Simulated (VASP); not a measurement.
# HfB2 (P6/mmm) in VASP: elastic constants with PBEsol

Aim: the elastic constants of HfB2 with PBEsol.

All numbers are computed with VASP 6.6.1; they aren't measurements. Logs are shortened: lines on timing, memory, paths and dates and some standing lists are left out, and cuts for length are marked.

### Step 1. The cell of the first run

It takes space group P6/mmm (No. 191, hexagonal). The conventional cell has a = 3.128 Å, b = 3.128 Å, c = 3.447 Å, α = 90.00°, β = 90.00°, γ = 120.00°. Within 3.3 Å of Hf (site symmetry 6/mmm) lie 12 B at 2.50 Å and 6 Hf at 3.13 Å. B (site symmetry -6m2) has 3 B at 1.81 Å within 2.4 Å.

### Step 2. Elastic constants, PBEsol

The input, INCAR:

```
PREC = Accurate
ENCUT = 600
EDIFF = 1E-8
ISMEAR = 0
SIGMA = 0.05
LREAL = F
LASPH = T
NELM = 100
ALGO = Normal
ISIF = 3
LWAVE = F
LCHARG = F
GGA = PS
NBANDS = 15
IBRION = 6
NFREE = 2
POTIM = 0.015
NSW = 1
```

The input, KPOINTS:

```
Automatic mesh
0
Gamma
  12 12 10
```

The input, POSCAR:

```
HfB2
1.0
    3.1275495077      0.0000000000      0.0000000000
   -1.5637747538      2.7085373252      0.0000000000
    0.0000000000      0.0000000000      3.4466919363
Hf B
1 2
Direct
    0.0000000000      0.0000000000      0.0000000000
    0.3333333333      0.6666666667      0.5000000000
    0.6666666667      0.3333333333      0.5000000000
```

Potentials or basis: VASP PAW PBE potentials, release 64 (Hf_pv, B).

On the command line:

```
cat potpaw_PBE.64/Hf_pv/POTCAR potpaw_PBE.64/B/POTCAR > POTCAR
mpirun -np 1 vasp_std > vasp.out
```

OUTCAR:

```text
PREC = Accurate
   ENCUT = 600
   EDIFF = 1E-8
   ISMEAR = 0
   LREAL = F
   LASPH = T
   NELM = 100
   ISIF = 3
   GGA = PS
   IBRION = 6
   NFREE = 2
   POTIM = 0.015
   NSW = 1

 ion  position               nearest neighbor table
   1  0.000  0.000  0.000-   2 2.50   3 2.50   2 2.50   3 2.50   2 2.50   2 2.50   3 2.50   3 2.50
                             3 2.50   3 2.50   2 2.50   2 2.50
   2  0.333  0.667  0.500-   3 1.81   3 1.81   3 1.81   1 2.50   1 2.50   1 2.50   1 2.50   1 2.50
                             1 2.50
   3  0.667  0.333  0.500-   2 1.81   2 1.81   2 1.81   1 2.50   1 2.50   1 2.50   1 2.50   1 2.50
                             1 2.50

  LATTYP: Found a hexagonal cell.
 ALAT       =     3.1275495077
 C/A-ratio  =     1.1020423267

  Lattice vectors:

 A1 = (   3.1275495077,   0.0000000000,   0.0000000000)
 A2 = (  -1.5637747538,   2.7085373252,   0.0000000000)
 A3 = (   0.0000000000,   0.0000000000,   3.4466919363)

Analysis of symmetry for initial positions (statically):
=====================================================================
 Subroutine PRICEL returns:
 Original cell was already a primitive cell.

 Routine SETGRP: Setting up the symmetry group for a
 hexagonal supercell.

 Subroutine GETGRP returns: Found 24 space group operations
 (whereof 24 operations were pure point group operations)
 out of a pool of 24 trial point group operations.

The static configuration has the point symmetry D_6h.

Analysis of symmetry for dynamics (positions and initial velocities):
=====================================================================
 Subroutine PRICEL returns:
 Original cell was already a primitive cell.

 Routine SETGRP: Setting up the symmetry group for a
 hexagonal supercell.

 Subroutine GETGRP returns: Found 24 space group operations
 (whereof 24 operations were pure point group operations)
 out of a pool of 24 trial point group operations.

The dynamic configuration has the point symmetry D_6h.

 Subroutine INISYM returns: Found 24 space group operations
 (whereof 24 operations are pure point group operations),
 and found     1 'primitive' translations

----------------------------------------------------------------------------------------

                                     Primitive cell

  volume of cell :      29.1972

  direct lattice vectors                    reciprocal lattice vectors
     3.127549508  0.000000000  0.000000000     0.319739143  0.184601480  0.000000000
    -1.563774754  2.708537325  0.000000000     0.000000000  0.369202961  0.000000000
     0.000000000  0.000000000  3.446691936     0.000000000  0.000000000  0.290133269

  length of vectors
     3.127549508  3.127549508  3.446691936     0.369202961  0.369202961  0.290133269

  position of ions in fractional coordinates (direct lattice)
     0.000000000  0.000000000  0.000000000
     0.333333333  0.666666667  0.500000000
     0.666666667  0.333333333  0.500000000

  ion indices of the primitive-cell ions
   primitive index   ion index
                 1           1
                 2           2
                 3           3

----------------------------------------------------------------------------------------

 KPOINTS: Automatic mesh

Automatic generation of k-mesh.
 Grid dimensions read from file:
 generate k-points for:   12   12   10

 Generating k-lattice:
[... 119 lines left out ...]
  -------------------------------------------------------------------------------------
  Total       -0.0394221     -0.0394221      0.0281203     -0.0000000     -0.0000000     -0.0000000
  in kB       -2.1632630     -2.1632630      1.5430834     -0.0000000     -0.0000000     -0.0000000
  external PRESSURE =      -0.9278142 kB  Pullay stress =       0.0000000 kB
[... 92 lines left out ...]
  FREE ENERGIE OF THE ION-ELECTRON SYSTEM (eV)
  ---------------------------------------------------
  free  energy   TOTEN  =       -27.8562545189 eV

  energy  without entropy=      -27.8557089665  energy(sigma->0) =      -27.85598174

[... ionic steps 4 to 18 ...]

--------------------------------------- Ionic step       19  -------------------------------------------

 number of electron      16.0000001 magnetization

------------------------ aborting loop because EDIFF is reached ----------------------------------------
[... 69 lines left out ...]
--------------------------------------- Ionic step       21  -------------------------------------------

 number of electron      16.0000001 magnetization

 Free energy of the ion-electron system (eV)
  ---------------------------------------------------
  ext. energy  EPLUGINS =         0.00000000
  ---------------------------------------------------
  free energy    TOTEN  =       -27.86779324 eV

  energy without entropy =      -27.86725933  energy(sigma->0) =      -27.86752628

 E-fermi :   7.8282     XC(G=0): -12.7643

 val. band max:        7.8132138975   @ k =  -0.0000   0.0833   0.3000
 cond. band min:       7.8472871745   @ k =   0.0833   0.0000   0.3000
 fundamental gap:      0.0340732770
 Fermi energy:         7.8282135053

 k-point     1 :       0.0000    0.0000    0.0000
  band No.  band energies     occupation
      1     -22.8214      2.00000
      2     -22.3030      2.00000
      3     -22.3030      2.00000
      4      -6.1293      2.00000
      5       4.6235      2.00000
      6       4.7245      2.00000
      7       4.7245      2.00000
      8       5.0035      2.00000
      9      11.7645      0.00000
     10      11.7645      0.00000
     11      12.4996      0.00000
     12      12.4996      0.00000
     13      12.7252      0.00000
     14      12.7252      0.00000
[... 401 lines left out ...]
      2     -22.7421      2.00000
      3     -22.4409      2.00000
      4      -3.8698      2.00000
      5       0.7248      2.00000
      6       3.7825      2.00000
      7       4.2823      2.00000
      8       5.2242      2.00000
      9       9.9548      0.00000
     10      10.7352      0.00000
     11      11.2772      0.00000
     12      12.6854      0.00000
     13      14.5176      0.00000
     14      16.2548      0.00000
     15      18.8675      0.00000

 [... further k-points ...]

------------------------ aborting loop because EDIFF is reached ----------------------------------------

  FORCE on cell =-STRESS in cart. coord.  units (eV):
  Direction    XX          YY          ZZ          XY          YZ          ZX
  --------------------------------------------------------------------------------------
  -------------------------------------------------------------------------------------
  Total       -0.0370853     -0.0370853      0.0322901     -0.0000000     -0.0000000      0.0000000
  in kB       -2.0350310     -2.0350310      1.7718948     -0.0000000     -0.0000000      0.0000000
  external PRESSURE =      -0.7660557 kB  Pullay stress =       0.0000000 kB
[... 18 lines left out ...]
  FREE ENERGIE OF THE ION-ELECTRON SYSTEM (eV)
  ---------------------------------------------------
  free  energy   TOTEN  =       -27.8677932390 eV

  energy  without entropy=      -27.8672593299  energy(sigma->0) =      -27.86752628

 INTERNAL STRAIN TENSORS FROM STRAINED CELLS
 ============================================

 INTERNAL STRAIN TENSOR FOR ION    1 for displacements in x,y,z  (eV/Angst):
          X           Y           Z          XY          YZ          ZX
  --------------------------------------------------------------------------------
  x     0.00000     0.00000    -0.00000    -0.00000    -0.00000     0.00000
  y     0.00000    -0.00000     0.00000    -0.00000     0.00000     0.00000
  z     0.00000     0.00000    -0.00000     0.00000     0.00000     0.00000

 INTERNAL STRAIN TENSORS FROM DISPLACED ATOMS
 ============================================

 INTERNAL STRAIN TENSOR FOR ION    1 for displacements in x,y,z  (eV/Angst):
          X           Y           Z          XY          YZ          ZX
  --------------------------------------------------------------------------------
  x     0.00000     0.00000     0.00000     0.00000     0.00000     0.00000
  y     0.00000     0.00000     0.00000     0.00000     0.00000     0.00000
  z     0.00000     0.00000     0.00000     0.00000     0.00000     0.00000

 INTERNAL STRAIN TENSOR FOR ION    3 for displacements in x,y,z  (eV/Angst):
          X           Y           Z          XY          YZ          ZX
  --------------------------------------------------------------------------------
  x    -0.00000     0.00000     0.00000    -1.41620     0.00000     0.00000
  y    -1.41620     1.41620     0.00000     0.00000     0.00000     0.00000
  z     0.00000     0.00000     0.00000    -0.00000     0.00000     0.00000

 Eigenvectors and eigenvalues of the dynamical matrix
 ----------------------------------------------------

   1 f  =   24.032954 THz   151.003501 2PiTHz  801.653042 cm-1    99.392265 meV
             X         Y         Z           dx          dy          dz
      0.000000  0.000000  0.000000    -0.000000    0.000000    0.000000
     -0.000000  1.805692  1.723346     0.666521    0.236114   -0.000000
      1.563775  0.902846  1.723346    -0.666521   -0.236114   -0.000000
[... 43 lines left out ...]
   9 f/i=    0.001431 THz     0.008989 2PiTHz    0.047723 cm-1     0.005917 meV
             X         Y         Z           dx          dy          dz
      0.000000  0.000000  0.000000    -0.759175    0.561845   -0.000000
     -0.000000  1.805692  1.723346    -0.186775    0.138227   -0.000000
      1.563775  0.902846  1.723346    -0.186775    0.138227   -0.000000

--------------------------------------------------------------------------------------------------------

 ELASTIC MODULI CONTR FROM IONIC RELAXATION (kBar)
 Direction    XX          YY          ZZ          XY          YZ          ZX
 --------------------------------------------------------------------------------
 XX          -8.6153      8.6153      0.0000     -0.0000      0.0000      0.0000
 YY           8.6153     -8.6153     -0.0000     -0.0000      0.0000      0.0000
 ZZ           0.0000     -0.0000     -0.0000      0.0000      0.0000      0.0000
 XY          -0.0000     -0.0000      0.0000     -8.6153      0.0000      0.0000
 YZ           0.0000      0.0000      0.0000      0.0000      0.0000      0.0000
 ZX           0.0000      0.0000      0.0000      0.0000      0.0000      0.0000
 --------------------------------------------------------------------------------

 TOTAL ELASTIC MODULI (kBar)
 Direction    XX          YY          ZZ          XY          YZ          ZX
 --------------------------------------------------------------------------------
 XX        6235.1783    658.6966   1361.2650      0.0000      0.0000      0.0000
 YY         658.6966   6235.1783   1361.2650      0.0000     -0.0000      0.0000
 ZZ        1361.2650   1361.2650   4727.8874      0.0000      0.0000     -0.0000
 XY           0.0000      0.0000      0.0000   2788.2409      0.0000      0.0000
 YZ           0.0000     -0.0000      0.0000      0.0000   2697.4469      0.0000
 ZX           0.0000      0.0000     -0.0000      0.0000      0.0000   2697.4471
 --------------------------------------------------------------------------------
```

It took 19 min on 1 thread of Intel Xeon 6975P-C (Granite Rapids), shared host; peak memory 0.54 GiB.

Results:

| Property | Result |
| --- | --- |
| Voigt bulk modulus | 266 GPa |
| Highest phonon frequency at Γ | 802 cm⁻¹ |

Phonon frequencies in cm⁻¹ (negative: imaginary):
```tsv
q point	frequencies
(0.000, 0.000, 0.000)	0 0 0 450 450 480 510 802 802
```

Elastic tensor in Voigt notation (GPa, in the Cartesian axes of the cell as first typed):
```
624  66 136   0   0   0
 66 624 136   0   0   0
136 136 473   0   0   0
  0   0   0 270   0   0
  0   0   0   0 270   0
  0   0   0   0   0 279
```

Clamped-ion elastic tensor (GPa):
```
624  65 136   0   0   0
 65 624 136   0   0   0
136 136 473   0   0   0
  0   0   0 270   0   0
  0   0   0   0 270   0
  0   0   0   0   0 280
```

Caveat: the PAW data sets were made with another functional, which shifts forces and pressure a little; spin-orbit coupling is left out, which moves the levels of the heavy elements.
